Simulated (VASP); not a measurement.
# Al2Cu (I4/mcm) in VASP: a series of runs, part 2 of 2

VASP 6.6.1.

## 3. Single point, LDA

File INCAR:

```
ALGO = Fast
EDIFF = 1E-6
ENCUT = 520
GGA = CA
ISIF = 2
ISMEAR = -1
LASPH = T
LCHARG = T
LELF = T
LREAL = F
LVHAR = T
LWAVE = F
NBANDS = 26
NELM = 60
PREC = Accurate
SIGMA = 0.15
```

File KPOINTS:

```
k-points
0
Gamma
  10 10 10
```

File POSCAR:

```
Al2Cu
1.0
   -2.9688694924      2.9688694924      2.3902764843
    2.9688694924     -2.9688694924      2.3902764843
    2.9688694924      2.9688694924     -2.3902764843
Al Cu
4 2
Direct
    0.3405185657      0.1594814343      0.5000000000
    0.1594814343      0.6594814343      0.8189628685
    0.8405185657      0.3405185657      0.1810371315
    0.6594814343      0.8405185657      0.5000000000
    0.7500000000      0.7500000000      0.0000000000
    0.2500000000      0.2500000000      0.0000000000
```

Potentials or basis: VASP PAW LDA potentials, release 64 (Al, Cu).

The run is started by

```console
$ cat potpaw_LDA.64/Al/POTCAR potpaw_LDA.64/Cu/POTCAR > POTCAR
$ mpirun -np 1 vasp_std > vasp.out
```

OUTCAR:

```text
EDIFF = 1E-6
   ENCUT = 520
   GGA = CA
   ISIF = 2
   ISMEAR = -1
   LASPH = T
   LREAL = F
   NELM = 60
   PREC = Accurate

 ion  position               nearest neighbor table
   1  0.341  0.159  0.500-   5 2.53   6 2.53   6 2.53   5 2.53   4 2.68   4 2.83   4 2.83   3 3.05
                             2 3.05   2 3.05   3 3.05   3 3.16   2 3.16   3 3.16   2 3.16
   2  0.159  0.659  0.819-   5 2.53   6 2.53   5 2.53   6 2.53   3 2.68   3 2.83   3 2.83   4 3.05
                             1 3.05   1 3.05   4 3.05   1 3.16   4 3.16   1 3.16   4 3.16
   3  0.841  0.341  0.181-   5 2.53   6 2.53   5 2.53   6 2.53   2 2.68   2 2.83   2 2.83   4 3.05
                             1 3.05   1 3.05   4 3.05   4 3.16   1 3.16   1 3.16   4 3.16
   4  0.659  0.841  0.500-   6 2.53   5 2.53   5 2.53   6 2.53   1 2.68   1 2.83   1 2.83   3 3.05
                             2 3.05   2 3.05   3 3.05   3 3.16   2 3.16   2 3.16   3 3.16
   5  0.750  0.750  0.000-   6 2.39   6 2.39   1 2.53   4 2.53   1 2.53   4 2.53   2 2.53   3 2.53
                             2 2.53   3 2.53
   6  0.250  0.250  0.000-   5 2.39   5 2.39   4 2.53   1 2.53   4 2.53   1 2.53   3 2.53   2 2.53
                             3 2.53   2 2.53

  LATTYP: Found a body centered tetragonal cell.
 ALAT       =     5.9377389848
 C/A-ratio  =     0.8051133573

  Lattice vectors:

 A1 = (  -2.9688694924,   2.9688694924,   2.3902764843)
 A2 = (   2.9688694924,  -2.9688694924,   2.3902764843)
 A3 = (   2.9688694924,   2.9688694924,  -2.3902764843)

Analysis of symmetry for initial positions (statically):
=====================================================================
 Subroutine PRICEL returns:
 Original cell was already a primitive cell.

 Routine SETGRP: Setting up the symmetry group for a
 body centered tetragonal supercell.

 Subroutine GETGRP returns: Found 16 space group operations
 (whereof  8 operations were pure point group operations)
 out of a pool of 16 trial point group operations.

The static configuration has the point symmetry C_4h.
 The point group associated with its full space group is D_4h.

Analysis of symmetry for dynamics (positions and initial velocities):
=====================================================================
 Subroutine PRICEL returns:
 Original cell was already a primitive cell.

 Routine SETGRP: Setting up the symmetry group for a
 body centered tetragonal supercell.

 Subroutine GETGRP returns: Found 16 space group operations
 (whereof  8 operations were pure point group operations)
 out of a pool of 16 trial point group operations.

The dynamic configuration has the point symmetry C_4h.
 The point group associated with its full space group is D_4h.

 Subroutine INISYM returns: Found 16 space group operations
 (whereof  8 operations are pure point group operations),
 and found     1 'primitive' translations

----------------------------------------------------------------------------------------

                                     Primitive cell

  volume of cell :      84.2734

  direct lattice vectors                    reciprocal lattice vectors
    -2.968869492  2.968869492  2.390276484     0.000000000  0.168414274  0.209180822
     2.968869492 -2.968869492  2.390276484     0.168414274  0.000000000  0.209180822
     2.968869492  2.968869492 -2.390276484     0.168414274  0.168414274  0.000000000

[... 41 lines left out ...]
 Subroutine IBZKPT returns following result:
 ===========================================

 Found    102 irreducible k-points:

 Following reciprocal coordinates:
            Coordinates               Weight
  0.000000  0.000000  0.000000      1.000000
  0.100000  0.000000 -0.000000      8.000000
  0.200000  0.000000 -0.000000      8.000000
  0.300000 -0.000000  0.000000      8.000000
  0.400000 -0.000000  0.000000      8.000000
  0.500000  0.000000 -0.000000      4.000000
[... 16 lines left out ...]
  0.300000  0.300000  0.000000      8.000000
  0.400000  0.300000  0.000000     16.000000
 [... further k-points ...]
   k-points           NKPTS =    102   k-points in BZ     NKDIM =    102   number of bands    NBANDS=     26
   number of dos      NEDOS =    301   number of ions     NIONS =      6
   total plane-waves  NPLWV =  46656
   dimension x,y,z NGX =    36 NGY =   36 NGZ =   36
   dimension x,y,z NGXF=    72 NGYF=   72 NGZF=   72
   ions per type =               4   2
   NGX,Y,Z   is equivalent  to a cutoff of  12.39, 12.39, 12.39 a.u.
   NGXF,Y,Z  is equivalent  to a cutoff of  24.78, 24.78, 24.78 a.u.
 SYSTEM =  unknown system
   PREC   = accura    normal or accurate (medium, high low for compatibility)
   ISTART =      0    job   : 0-new  1-cont  2-samecut
   ICHARG =      2    charge: 1-file 2-atom 10-const
   ISPIN  =      1    spin polarized calculation?
   LNONCOLLINEAR =      F non collinear calculations
   LSORBIT =      F    spin-orbit coupling
   LASPH  =      T    aspherical Exc in radial PAW
   ENCUT  =  520.0 eV  38.22 Ry    6.18 a.u.   8.98  8.98  8.98*2*pi/ulx,y,z
   NELM   =     60;   NELMIN=  2; NELMDL= -5     # of ELM steps
   EDIFF  = 0.1E-05   stopping-criterion for ELM
   LREAL  =      F    real-space projection
[... 7 lines left out ...]
   TEBEG  =    0.0;   TEEND  =   0.0 temperature during run
   PSTRESS=    0.0 pullay stress
   NELECT =      34.0000    total number of electrons
   NUPDOWN=      -1.0000    fix difference up-down
   EMIN   =  10.00;   EMAX   =-10.00  energy-range for DOS
   EFERMI =   0.00;   METHOD = LEGACY
   ISMEAR =    -1;   SIGMA  =   0.15  broadening in eV -4-tet -1-fermi 0-gaus
   EFERMI_NEDOS =   21; number of points for ismear=-14 and -15
   IALGO  =     68    algorithm
   IMIX   =      4    mixing-type and parameters
     AMIX     =   0.40;   BMIX     =  1.00
     AMIX_MAG =   1.60;   BMIX_MAG =  1.00
  volume/ion in A,a.u.               =      14.05        94.78
  Fermi-wavevector in a.u.,A,eV,Ry     =   1.209681  2.285966 19.909803  1.463329
  Thomas-Fermi vector in A             =   2.345251
   LORBIT       =      0    0 simple, 1 ext, 2 COOP (PROOUT), +10 PAW based schemes
   GGA     = CA    functional components
   LHFCALC =     F    Hartree Fock is set to
   AEXX    =    0.0000 exact exchange contribution
   IVDW    =     0    specifies the selected vdW correction
   LEPSILON=     F    determine dielectric tensor
   LRPA    =     F    only Hartree local field effects (RPA)
 non-spin polarized calculation
 RMM-DIIS sequential band-by-band and
  energy-cutoff  :      520.00
  volume of cell :       84.27
 maximum number of plane-waves:      2291
   NGX = 17   NGY = 17   NGZ = 17

 number of electron      34.0000043 magnetization

 Free energy of the ion-electron system (eV)
  ---------------------------------------------------
  ext. energy  EPLUGINS =         0.00000000
  ---------------------------------------------------
  free energy    TOTEN  =       -27.35646988 eV

  energy without entropy =      -27.21727063  energy(sigma->0) =      -27.28687026

 E-fermi :   8.4499     XC(G=0): -11.3124

 val. band max:        8.4486736996   @ k =   0.3000   0.2000   0.2000
 cond. band min:       8.4516325795   @ k =  -0.2000   0.2000   0.2000
 fundamental gap:      0.0029588799
 Fermi energy:         8.4499187313

 k-point     1 :       0.0000    0.0000    0.0000
  band No.  band energies     occupation
      1      -2.7163      2.00000
      2       2.7836      2.00000
      3       2.9578      2.00000
      4       2.9578      2.00000
      5       2.9639      2.00000
      6       3.9244      2.00000
[... 685 lines left out ...]
     25      15.6663      0.00000
     26      15.7020      0.00000

 [... further k-points ...]

------------------------ aborting loop because EDIFF is reached ----------------------------------------

  FORCE on cell =-STRESS in cart. coord.  units (eV):
  Direction    XX          YY          ZZ          XY          YZ          ZX
  --------------------------------------------------------------------------------------
  -------------------------------------------------------------------------------------
  Total        0.1429171      0.1429171      0.1650837      0.0000000      0.0000000      0.0000000
  in kB        2.7170932      2.7170932      3.1385165      0.0000000      0.0000000      0.0000000
  external PRESSURE =       2.8575676 kB  Pullay stress =       0.0000000 kB

 VOLUME and BASIS-vectors are now :
 -----------------------------------------------------------------------------
  energy-cutoff  :      520.00
  volume of cell :       84.27
      direct lattice vectors                 reciprocal lattice vectors
    -2.968869492  2.968869492  2.390276484     0.000000000  0.168414274  0.209180822
     2.968869492 -2.968869492  2.390276484     0.168414274  0.000000000  0.209180822
     2.968869492  2.968869492 -2.390276484     0.168414274  0.168414274  0.000000000

 POSITION                                       TOTAL-FORCE (eV/Angst)
 -----------------------------------------------------------------------------------
      0.94696      2.02191      0.00000        -0.003182      0.003182      0.000000
      3.91583      0.94696      0.00000        -0.003182     -0.003182      0.000000
     -0.94696      2.02191      2.39028         0.003182      0.003182     -0.000000
      2.02191      0.94696      2.39028         0.003182     -0.003182      0.000000
      0.00000      0.00000      3.58541        -0.000000     -0.000000      0.000000
      0.00000      0.00000      1.19514        -0.000000      0.000000      0.000000
 -----------------------------------------------------------------------------------
    total drift:                                0.000000     -0.000000      0.000000

  FREE ENERGIE OF THE ION-ELECTRON SYSTEM (eV)
  ---------------------------------------------------
  free  energy   TOTEN  =       -27.3564698837 eV

  energy  without entropy=      -27.2172706343  energy(sigma->0) =      -27.28687026
```

OSZICAR:

```text
N       E                     dE             d eps       ncg     rms          rms(c)
DAV:   1     0.188548622043E+03    0.18855E+03   -0.13674E+04  5304   0.150E+03
DAV:   2    -0.187541054025E+02   -0.20730E+03   -0.19485E+03  5318   0.295E+02
DAV:   3    -0.318907245515E+02   -0.13137E+02   -0.12214E+02  6802   0.949E+01
[... 11 lines left out ...]
RMM:  15    -0.273564654155E+02    0.74937E-04   -0.26831E-04  6533   0.200E-01    0.114E-02
RMM:  16    -0.273564701887E+02   -0.47733E-05   -0.86741E-05  7222   0.633E-02    0.706E-03
RMM:  17    -0.273564718418E+02   -0.16531E-05   -0.11843E-05  6781   0.264E-02    0.157E-02
RMM:  18    -0.273564701026E+02    0.17393E-05   -0.23972E-06  4849   0.125E-02    0.119E-02
RMM:  19    -0.273564698837E+02    0.21884E-06   -0.17376E-06  4417   0.121E-02
   1 F= -.27356470E+02 E0= -.27286870E+02  d E =-.139199E+00
```

stdout:

```text
POSCAR found type information on POSCAR AlCu
 POSCAR found :  2 types and       6 ions
 scaLAPACK will be used
 LDA part: xc-table for (Slater(with rela. corr.)+CA(PZ))
 , standard interpolation
 POSCAR, INCAR and KPOINTS ok, starting setup
 FFT: planning ... GRIDC
 FFT: planning ... GRID_SOFT
 FFT: planning ... GRID
 WAVECAR not read
 entering main loop
```

Wall time 3.8 min (1 thread of Intel Xeon Platinum 8488C (Sapphire Rapids), shared host); peak memory 0.3 GiB.

Results:

| Quantity | Value |
| --- | --- |
| Free energy | -27.3565 eV |
| Pressure | 0.3 GPa |
| Largest force | 0.005 eV/Å |
| Band gap on the k mesh | zero (bands 17 and 18 overlap by 4.49 eV) |

Forces on the atoms (eV/Å):
```
Al  -0.003  0.003  0.000
Al  -0.003 -0.003  0.000
Al   0.003  0.003  0.000
Al   0.003 -0.003  0.000
Cu   0.000  0.000  0.000
Cu   0.000  0.000  0.000
```

Levels at points of the mesh, in eV from the Fermi level:
```tsv
k point	band 15	band 16	band 17	band 18	band 19	band 20
(0.00, 0.00, 0.00)	-1.50	-1.31	-1.31	-0.89	-0.23	0.06
(0.50, 0.00, 0.00)	-2.75	-2.75	0.22	0.22	4.16	4.16
(0.50, 0.50, 0.00)	-1.58	-1.35	-0.92	-0.73	0.84	1.30
(0.50, 0.50, 0.50)	-3.47	-1.93	2.63	2.96	2.96	3.40
```
